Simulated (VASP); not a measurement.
Runs of VASP 6.6.1 on BN. The structure is that of space group F-43m (No. 216), or close to it. The cells are those of the table. 

| task | cell | k mesh | cutoff (eV) | smearing | ions in elastic constants | gap on the mesh (eV) | pressure (GPa) |
| --- | --- | --- | --- | --- | --- | --- | --- |
| single point | a = 2.533 Å, angles 60.0°, 2 atoms | 8 × 8 × 8 | 600 | gaussian 0.05 eV | - | 4.38 | 0.2 |
| single point | a = 2.553 Å, angles 60.0°, 2 atoms | 12 × 12 × 12 | 600 | gaussian 0.01 eV | - | 4.35 | (c) |
| single point | a = 2.604 Å, angles 60.0°, 2 atoms | 10 × 10 × 10 | 600 | gaussian 0.02 eV | - | 4.28 | -28.4 |
| single point | a = 2.367 Å, angles 60.0°, 2 atoms | 12 × 12 × 12 | 600 | gaussian 0.01 eV | - | 4.59 | (a) |
| single point | a = 2.604 Å, angles 60.0°, 2 atoms | 10 × 10 × 10 | 520 | gaussian 0.01 eV | - | 4.28 | (b) |

Alike in all rows: level LDA; potentials or basis VASP PAW LDA potentials, release 64 (B, N); no spin polarisation.

Q: Fill in the values left out.

A: (a) 118.4; (b) -28.2; (c) -9.0.

A k mesh can miss the band edges.
